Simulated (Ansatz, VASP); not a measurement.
**One calculation of Co, two programs**

INCAR

```
SYSTEM = Co
PREC = Accurate
ENCUT = 520
EDIFF = 1E-6
ISMEAR = -1
SIGMA = 0.05
LREAL = .False.
LASPH = .True.
NELM = 150
ALGO = Normal
ISIF = 2
LWAVE = .False.
LCHARG = .False.
ISPIN = 2
MAGMOM = -1.742 -1.742
LORBIT = 11
LMAXMIX = 4
GGA = PS
NBANDS = 20
```

The input KPOINTS:

```
Automatic mesh
0
Gamma
  13 13 13
  0 0 0
```

Contents of POSCAR:

```
Co
1.0
    2.6173374732      0.0000000000      0.0000000000
    0.0000000000      2.6173374732      0.0000000000
    0.0000000000      0.0000000000      2.6173374732
Co
2
Direct
    0.0000000000      0.0000000000      0.0000000000
    0.5000000000      0.5000000000      0.5000000000
```

Input for Ansatz:

```yaml
crystal:
  lattice:
    - [2.6173374732, 0.0, 0.0]
    - [0.0, 2.6173374732, 0.0]
    - [0.0, 0.0, 2.6173374732]
  atoms:
    - { symbol: Co, position: [0.0, 0.0, 0.0], spin: -1.742 }
    - { symbol: Co, position: [0.5, 0.5, 0.5], spin: -1.742 }
hamiltonian:
  xc: pbesol
  pseudopotentials:
    kind: paw
    azcp:
      Co: "pseudopotentials/Co.paw.azcp"
basis:
  ecutwfc: 420
  fft_grid_basis: typed
kpoints:
  mp_grid: { grid: [13, 13, 13], shift: [0, 0, 0] }
magnetization:
  spin_polarized: true
scf:
  occupations: { method: fermi_dirac, width: 0.05 }
  lower_state_search: "off"
output:
  stress: true
  write_density: true
  write_potential: true
  elf: true
  volumetric_format: npy
```

Alike in both runs: task single point; functional PBEsol; k mesh 13 × 13 × 13; occupations fermi-dirac, width 0.05 eV; collinear spin.

|  | VASP | Ansatz |
| --- | --- | --- |
| version | VASP 6.6.1 | Ansatz 0.2.0 |
| potentials or method | VASP PAW PBE potentials, release 64 (Co), cutoff 520 eV | plane waves (420 eV) with PAW, scalar-relativistic |
| valence electrons in the cell | 18 | 34 |

Ansatz gave:

| Quantity | Value |
| --- | --- |
| net moment per atom (μB) | 1.60 |
| size of the moment on the site where the two differ most (μB) | 1.63 |

**Question.** Estimate VASP's values.

**Answer.** net moment per atom (μB): 1.60; size of the moment on the site where the two differ most (μB): 1.58.

VASP's potentials were made for PBE, not for PBEsol, and Ansatz warns of the same on its side. Site moments also hang on the region over which each program counts them. VASP's potentials hold 18 valence electrons a cell and Ansatz's 34, so a difference there can come from the potentials and not from the codes.
